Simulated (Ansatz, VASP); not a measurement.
## Ba3Os in VASP and in Ansatz

The input INCAR:

```
PREC = Accurate ; ENCUT = 600
EDIFF = 1E-6 ; ISMEAR = 0
SIGMA = 0.1 ; LREAL = False
LASPH = True ; NELM = 100
ALGO = Fast ; ISIF = 3
LWAVE = False ; LCHARG = False
GGA = PE ; IBRION = 2
NSW = 100 ; EDIFFG = -0.01
```

Contents of KPOINTS:

```
Automatic mesh
0
Gamma
  10 10 10
```

Contents of POSCAR:

```
Ba3Os
1.0
    5.1337240216      0.0000000000      0.0000000000
    0.0000000000      5.1337240216      0.0000000000
    0.0000000000      0.0000000000      5.1337240216
Ba Os
3 1
Direct
    0.0000000000      0.5000000000      0.5000000000
    0.5000000000      0.0000000000      0.5000000000
    0.5000000000      0.5000000000      0.0000000000
    0.0000000000      0.0000000000      0.0000000000
```

Input for Ansatz:

```yaml
crystal:
  lattice:
    - [5.1337240216, 0.0, 0.0]
    - [0.0, 5.1337240216, 0.0]
    - [0.0, 0.0, 5.1337240216]
  atoms:
    - { symbol: Ba, position: [0.0, 0.5, 0.5] }
    - { symbol: Ba, position: [0.5, 0.0, 0.5] }
    - { symbol: Ba, position: [0.5, 0.5, 0.0] }
    - { symbol: Os, position: [0.0, 0.0, 0.0] }
basis:
  ecutwfc: 420
kpoints:
  mp_grid: { grid: [10, 10, 10] }
hamiltonian:
  xc: pbe
scf:
  occupations: { method: gaussian, width: 0.1 }
output:
  forces: true
  stress: true
  eigenvalues: true
relax:
  adjacent_minimum: "off"
  f_tol: 0.01
  max_steps: 80
  cell: { stress_tol: 0.05 }
```

Alike in both runs: task relaxation of cell and atoms; functional PBE; k mesh 10 × 10 × 10; occupations gaussian, width 0.1 eV; no spin polarisation.

|  | VASP | Ansatz |
| --- | --- | --- |
| version | VASP 6.6.1 | Ansatz 0.2.0 |
| potentials or method | VASP PAW PBE potentials, release 64 (Ba_sv, Os), cutoff 600 eV | scalar-relativistic, plane waves, PAW |
| valence electrons in the cell | 38 | 46 |

```csv
,VASP,Ansatz,Ansatz less VASP
"gap on the k mesh at the Fermi level, each at its own relaxed structure (eV)",none,none,-
relaxed volume (Å³/atom),35.21,33.82,-1.388
relaxed length of the cell vector where the two differ most in proportion (Å),5.203,5.134,-0.0693
```

A gap of «none» marks a metal or a gap that the smearing closes. VASP's potentials hold 38 valence electrons a cell and Ansatz's 46, so a difference there can come from the potentials and not from the codes.

Spin-orbit coupling is off throughout.
